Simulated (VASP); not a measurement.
# CuI (P6_3/mmc) in VASP: further runs, part 2 of 2

VASP 6.6.1. Earlier steps stand in the parts before.

## 3. Single point, r2SCAN (28.26 Å³/atom)

This run uses another cell than the first one, of 28.26 Å³/atom.

The input, POSCAR:

```
CuI
1.0
    4.2862157531      0.0000000000      0.0000000000
   -2.1431078766      3.7119717283      0.0000000000
    0.0000000000      0.0000000000      7.1057157302
Cu I
2 2
Direct
    0.3333333333      0.6666666667      0.2500000000
    0.6666666667      0.3333333333      0.7500000000
    0.6666666667      0.3333333333      0.2500000000
    0.3333333333      0.6666666667      0.7500000000
```

The input, INCAR.step1:

```
ALGO = Normal
EDIFF = 1E-4
ENCUT = 520
GGA = PE
ISMEAR = 0
LASPH = True
LCHARG = False
LREAL = False
LWAVE = True
NBANDS = 26
NELM = 100
PREC = Accurate
SIGMA = 0.01
```

The input, INCAR.step2:

```
ALGO = Normal
EDIFF = 1E-6
ENCUT = 520
ISIF = 2
ISMEAR = 0
ISTART = 1
LASPH = True
LCHARG = False
LMIXTAU = True
LREAL = False
LWAVE = False
METAGGA = R2SCAN
NBANDS = 26
NELM = 100
PREC = Accurate
SIGMA = 0.01
```

The input, KPOINTS:

```
k-points
0
Gamma
  6 6 4
```

Potentials or basis: VASP PAW PBE potentials, release 64 (Cu, I).

Started as:

```console
> cat potpaw_PBE.64/Cu/POTCAR potpaw_PBE.64/I/POTCAR > POTCAR
> cp INCAR.step1 INCAR
> mpirun -np 1 vasp_std > vasp.out
> cp INCAR.step2 INCAR
> mpirun -np 1 vasp_std > vasp.out
```

OUTCAR:

```text
EDIFF = 1E-6
   ENCUT = 520
   ISIF = 2
   ISMEAR = 0
   ISTART = 1
   LASPH = True
   LREAL = False
   METAGGA = R2SCAN
   NELM = 100
   PREC = Accurate

 ion  position               nearest neighbor table
   1  0.333  0.667  0.250-   3 2.47   3 2.47   3 2.47
   2  0.667  0.333  0.750-   4 2.47   4 2.47   4 2.47
   3  0.667  0.333  0.250-   1 2.47   1 2.47   1 2.47
   4  0.333  0.667  0.750-   2 2.47   2 2.47   2 2.47

  LATTYP: Found a hexagonal cell.
 ALAT       =     4.2862157531
 C/A-ratio  =     1.6578063587

  Lattice vectors:

 A1 = (   4.2862157531,   0.0000000000,   0.0000000000)
 A2 = (  -2.1431078766,   3.7119717283,   0.0000000000)
 A3 = (   0.0000000000,   0.0000000000,   7.1057157302)

Analysis of symmetry for initial positions (statically):
=====================================================================
 Subroutine PRICEL returns:
 Original cell was already a primitive cell.

 Routine SETGRP: Setting up the symmetry group for a
 hexagonal supercell.

 Subroutine GETGRP returns: Found 24 space group operations
 (whereof 12 operations were pure point group operations)
 out of a pool of 24 trial point group operations.

The static configuration has the point symmetry D_3d.
 The point group associated with its full space group is D_6h.

Analysis of symmetry for dynamics (positions and initial velocities):
=====================================================================
 Subroutine PRICEL returns:
 Original cell was already a primitive cell.

 Routine SETGRP: Setting up the symmetry group for a
 hexagonal supercell.

 Subroutine GETGRP returns: Found 24 space group operations
[... 117 lines left out ...]
   EMIN   =  10.00;   EMAX   =-10.00  energy-range for DOS
   EFERMI =   0.00;   METHOD = LEGACY
   ISMEAR =     0;   SIGMA  =   0.01  broadening in eV -4-tet -1-fermi 0-gaus
   EFERMI_NEDOS =   21; number of points for ismear=-14 and -15
   IALGO  =     38    algorithm
   IMIX   =      4    mixing-type and parameters
     AMIX     =   0.40;   BMIX     =  1.00
     AMIX_MAG =   1.60;   BMIX_MAG =  1.00
  volume/ion in A,a.u.               =      28.26       190.73
  Fermi-wavevector in a.u.,A,eV,Ry     =   1.117927  2.112576 17.004031  1.249761
  Thomas-Fermi vector in A             =   2.254554
   LORBIT       =      0    0 simple, 1 ext, 2 COOP (PROOUT), +10 PAW based schemes
   METAGGA = R2SCAN    functional components
   LHFCALC =     F    Hartree Fock is set to
   AEXX    =    0.0000 exact exchange contribution
   IVDW    =     0    specifies the selected vdW correction
   LEPSILON=     F    determine dielectric tensor
   LRPA    =     F    only Hartree local field effects (RPA)
 non-spin polarized calculation
 Gauss-broadening in eV      SIGMA  =   0.01
  energy-cutoff  :      520.00
  volume of cell :      113.05
 maximum number of plane-waves:      3060
 NGX is ok and might be reduce to    32
   NGX = 15   NGY = 15   NGZ = 27

 number of electron      36.0000010 magnetization

 Free energy of the ion-electron system (eV)
  ---------------------------------------------------
  ext. energy  EPLUGINS =         0.00000000
  ---------------------------------------------------
  free energy    TOTEN  =       -71.17517711 eV

  energy without entropy =      -71.17517711  energy(sigma->0) =      -71.17517711

 E-fermi :   4.1945     XC(G=0):  -9.3286

 val. band max:        4.1393159884   @ k =   0.0000   0.0000   0.0000
 cond. band min:       5.8902378762   @ k =   0.0000   0.0000   0.0000
 fundamental gap:      1.7509218878
 Fermi energy:         4.1944732562

 k-point     1 :       0.0000    0.0000    0.0000
  band No.  band energies     occupation
      1     -10.4540      2.00000
      2     -10.0016      2.00000
      3      -0.8052      2.00000
      4      -0.4331      2.00000
      5      -0.4330      2.00000
      6      -0.2867      2.00000
[... 598 lines left out ...]
     25      12.2375      0.00000
     26      12.2375      0.00000

------------------------ aborting loop because EDIFF is reached ----------------------------------------

  FORCE on cell =-STRESS in cart. coord.  units (eV):
  Direction    XX          YY          ZZ          XY          YZ          ZX
  --------------------------------------------------------------------------------------
  -------------------------------------------------------------------------------------
  Total        2.5624665      2.5624665      0.5573739     -0.0000000      0.0000000      0.0000000
  in kB       36.3146835     36.3146835      7.8989737     -0.0000000      0.0000000      0.0000000
  external PRESSURE =      26.8427802 kB  Pullay stress =       0.0000000 kB

 VOLUME and BASIS-vectors are now :
 -----------------------------------------------------------------------------
  energy-cutoff  :      520.00
  volume of cell :      113.05
      direct lattice vectors                 reciprocal lattice vectors
     4.286215753  0.000000000  0.000000000     0.233306034  0.134699302  0.000000000
    -2.143107877  3.711971728  0.000000000     0.000000000  0.269398604  0.000000000
     0.000000000  0.000000000  7.105715730     0.000000000  0.000000000  0.140731777

 POSITION                                       TOTAL-FORCE (eV/Angst)
 -----------------------------------------------------------------------------------
     -0.00000      2.47465      1.77643        -0.000000      0.000000      0.000000
      2.14311      1.23732      5.32929         0.000000     -0.000000     -0.000000
      2.14311      1.23732      1.77643         0.000000      0.000000      0.000000
     -0.00000      2.47465      5.32929        -0.000000      0.000000      0.000000
 -----------------------------------------------------------------------------------
    total drift:                                0.000000     -0.000000      0.000000

  FREE ENERGIE OF THE ION-ELECTRON SYSTEM (eV)
  ---------------------------------------------------
  free  energy   TOTEN  =       -71.1751771085 eV

  energy  without entropy=      -71.1751771085  energy(sigma->0) =      -71.17517711
```

OUTCAR.step1:

```text
EDIFF = 1E-4
   ENCUT = 520
   GGA = PE
   ISMEAR = 0
[... 835 lines left out ...]
     -0.00000      2.47465      1.77643         0.000000     -0.000000      0.000000
      2.14311      1.23732      5.32929        -0.000000      0.000000     -0.000000
      2.14311      1.23732      1.77643         0.000000     -0.000000      0.000000
     -0.00000      2.47465      5.32929         0.000000      0.000000      0.000000
 -----------------------------------------------------------------------------------
    total drift:                                0.000000     -0.000000      0.000000

  FREE ENERGIE OF THE ION-ELECTRON SYSTEM (eV)
  ---------------------------------------------------
  free  energy   TOTEN  =       -10.6902515898 eV

  energy  without entropy=      -10.6902515898  energy(sigma->0) =      -10.69025159
```

OSZICAR.step1:

```text
N       E                     dE             d eps       ncg     rms          rms(c)
DAV:   1     0.277545321910E+03    0.27755E+03   -0.15023E+04  1092   0.149E+03
DAV:   2     0.161881434956E+02   -0.26136E+03   -0.24733E+03  1094   0.310E+02
DAV:   3    -0.982393562023E+01   -0.26012E+02   -0.25485E+02  1476   0.120E+02
DAV:   4    -0.111721168716E+02   -0.13482E+01   -0.13442E+01  1488   0.242E+01
DAV:   5    -0.112237080125E+02   -0.51591E-01   -0.51587E-01  1748   0.465E+00    0.771E+00
DAV:   6    -0.110057743957E+02    0.21793E+00   -0.80104E+00  1330   0.611E+01    0.485E+00
DAV:   7    -0.106884320100E+02    0.31734E+00   -0.19185E+00  1274   0.374E+01    0.259E+00
DAV:   8    -0.107013587087E+02   -0.12927E-01   -0.16000E-01  1680   0.495E+00    0.923E-01
DAV:   9    -0.106894780240E+02    0.11881E-01   -0.58474E-02  1484   0.592E+00    0.237E-01
DAV:  10    -0.106900599143E+02   -0.58189E-03   -0.34852E-03  1504   0.473E-01    0.114E-01
DAV:  11    -0.106902548592E+02   -0.19494E-03   -0.93856E-04  1338   0.628E-01    0.436E-02
DAV:  12    -0.106902515898E+02    0.32694E-05   -0.49232E-05   822   0.121E-01
   1 F= -.10690252E+02 E0= -.10690252E+02  d E =-.717496E-14
```

Wall time 5.2 min (1 thread of Intel Xeon 8259CL, shared host); peak memory 0.26 GiB.

What came out:

* Free energy: -71.1752 eV
* Pressure: 2.7 GPa
* Band gap on the k mesh: 1.75 eV

Caveat: the PAW data sets were made with another functional, which shifts forces and pressure a little; spin-orbit coupling is left out, which moves the levels of the heavy elements. A k mesh can miss the band edges.

## 4. Single point, r2SCAN (29.17 Å³/atom)

This run uses another cell than the first one, of 29.17 Å³/atom.

The input, POSCAR:

```
CuI
1.0
    4.3313371295      0.0000000000      0.0000000000
   -2.1656685648      3.7510479865      0.0000000000
    0.0000000000      0.0000000000      7.1805182349
Cu I
2 2
Direct
    0.3333333333      0.6666666667      0.2500000000
    0.6666666667      0.3333333333      0.7500000000
    0.6666666667      0.3333333333      0.2500000000
    0.3333333333      0.6666666667      0.7500000000
```

The input, INCAR.step1:

```
  PREC = Accurate
  ENCUT = 520
  ISMEAR = 0
  SIGMA = 0.01
  LREAL = False
  LASPH = True
  NELM = 100
  NBANDS = 26
  GGA = PE
  ALGO = Normal
  EDIFF = 1E-4
  LWAVE = True
  LCHARG = False
```

The input, INCAR.step2:

```
  PREC = Accurate
  ENCUT = 520
  EDIFF = 1E-6
  ISMEAR = 0
  SIGMA = 0.01
  LREAL = False
  LASPH = True
  NELM = 100
  ALGO = Normal
  ISIF = 2
  LWAVE = False
  LCHARG = False
  METAGGA = R2SCAN
  LMIXTAU = True
  NBANDS = 26
  ISTART = 1
```

The input, KPOINTS:

```
Automatic mesh
0
Gamma
  6 6 4
```

Started as:

```console
> cat potpaw_PBE.64/Cu/POTCAR potpaw_PBE.64/I/POTCAR > POTCAR
> cp INCAR.step1 INCAR
> mpirun -np 1 vasp_std > vasp.out
> cp INCAR.step2 INCAR
> mpirun -np 1 vasp_std > vasp.out
```

It took 3.3 min on 1 thread of Intel Xeon 8259CL, shared host; peak memory 0.27 GiB.

It converged, with:

| Quantity | Value |
| --- | --- |
| Free energy | -71.2196 eV |
| Pressure | 1.2 GPa |
| Band gap on the k mesh | 1.71 eV |

Stress tensor (GPa, compression positive):
```
1.63 0.00 0.00
0.00 1.63 0.00
0.00 0.00 0.36
```

Levels at points of the mesh, in eV from the valence-band top:
```tsv
k point	band 14	band 15	band 16	band 17	band 18	band 19	band 20	band 21	band 22	band 23
(0.00, 0.00, 0.00)	-1.62	-0.26	-0.26	0.00	0.00	1.71	1.76	5.15	5.15	5.93
(0.50, 0.00, 0.00)	-1.62	-1.61	-1.43	-1.40	-1.03	2.59	3.48	3.98	5.88	7.28
(0.00, 0.00, 0.50)	-1.54	-0.13	-0.13	-0.13	-0.13	2.20	2.20	5.39	5.39	5.39
(0.50, 0.00, 0.50)	-1.70	-1.52	-1.52	-0.93	-0.93	3.08	3.08	3.64	3.64	8.00
```

Caveat: the PAW data sets were made with another functional, which shifts forces and pressure a little; spin-orbit coupling is left out, which moves the levels of the heavy elements.

## 5. Single point, r2SCAN

This run uses another cell than the first one, of 30.07 Å³/atom.

The input, POSCAR:

```
CuI
1.0
    4.3755375000      0.0000000000      0.0000000000
   -2.1877687500      3.7893266302      0.0000000000
    0.0000000000      0.0000000000      7.2537938901
Cu I
2 2
Direct
    0.3333333333      0.6666666667      0.2500000000
    0.6666666667      0.3333333333      0.7500000000
    0.6666666667      0.3333333333      0.2500000000
    0.3333333333      0.6666666667      0.7500000000
```

The input, INCAR.step1:

```
PREC     = Accurate       # precision mode
ENCUT    = 520            # plane-wave cutoff, eV
ISMEAR   = 0              # smearing method
SIGMA    = 0.01           # smearing width, eV
LREAL    = False          # projectors in reciprocal space
LASPH    = True           # aspherical terms in the spheres
NELM     = 80             # most SCF steps
NBANDS   = 26             # bands
GGA      = PE             # functional
ALGO     = Normal         # electronic algorithm
EDIFF    = 1E-4           # SCF threshold, eV
LWAVE    = True           # write WAVECAR
LCHARG   = False          # write CHGCAR
```

The input, INCAR.step2:

```
PREC     = Accurate       # precision mode
ENCUT    = 520            # plane-wave cutoff, eV
EDIFF    = 1E-6           # SCF threshold, eV
ISMEAR   = 0              # smearing method
SIGMA    = 0.01           # smearing width, eV
LREAL    = False          # projectors in reciprocal space
LASPH    = True           # aspherical terms in the spheres
NELM     = 80             # most SCF steps
ALGO     = Normal         # electronic algorithm
ISIF     = 2              # what is computed and relaxed
LWAVE    = False          # write WAVECAR
LCHARG   = False          # write CHGCAR
METAGGA  = R2SCAN         # meta-GGA
LMIXTAU  = True         
NBANDS   = 26             # bands
ISTART   = 1
```

KPOINTS is that of step 4.

Started as:

```console
> cat potpaw_PBE.64/Cu/POTCAR potpaw_PBE.64/I/POTCAR > POTCAR
> cp INCAR.step1 INCAR
> mpirun -np 1 vasp_std > vasp.out
> cp INCAR.step2 INCAR
> mpirun -np 1 vasp_std > vasp.out
```

It took 3.6 min on 1 thread of Intel Xeon 8259CL, shared host; peak memory 0.31 GiB.

The run converged. Its results:

```
Free energy            : -71.2326 eV
Pressure               : -0.1 GPa
Band gap on the k mesh : 1.66 eV
```

Levels at points of the mesh, in eV from the valence-band top:
```csv
k point,band 14,band 15,band 16,band 17,band 18,band 19,band 20,band 21,band 22,band 23
"(0.00, 0.00, 0.00)",-1.53,-0.24,-0.24,0.00,0.00,1.66,1.67,5.17,5.17,5.92
"(0.50, 0.00, 0.00)",-1.52,-1.51,-1.35,-1.31,-0.98,2.61,3.42,4.04,5.83,7.29
"(0.00, 0.00, 0.50)",-1.46,-0.12,-0.12,-0.12,-0.12,2.13,2.13,5.41,5.41,5.41
"(0.50, 0.00, 0.50)",-1.59,-1.42,-1.42,-0.89,-0.89,3.07,3.07,3.70,3.70,7.88
```

Caveat: the PAW data sets were made with another functional, which shifts forces and pressure a little; spin-orbit coupling is left out, which moves the levels of the heavy elements.

## 6. The runs side by side

```tsv
level	cell	gap on the mesh (eV)	pressure (GPa)
PBE	a = 4.476, b = 4.476, c = 8.255 Å, angles 90.0, 90.0, 120.0°, 4 atoms	1.03	-1.5
r2SCAN	a = 4.286, b = 4.286, c = 7.106 Å, angles 90.0, 90.0, 120.0°, 4 atoms	1.75	2.7
r2SCAN	a = 4.331, b = 4.331, c = 7.181 Å, angles 90.0, 90.0, 120.0°, 4 atoms	1.71	1.2
r2SCAN	a = 4.376, b = 4.376, c = 7.254 Å, angles 90.0, 90.0, 120.0°, 4 atoms	1.66	-0.1
```

Alike in all rows: task single point; potentials or basis VASP PAW PBE potentials, release 64 (Cu, I); no spin polarisation; k mesh 6 × 6 × 4; cutoff (eV) 520; smearing gaussian 0.01 eV.

Caveats: spin-orbit coupling is left out, which moves the levels of the heavy elements; the PAW data sets were made with another functional, which shifts forces and pressure a little (at least some runs).

Total energies depend on the potentials used, so only differences within one code and one set of settings carry meaning.
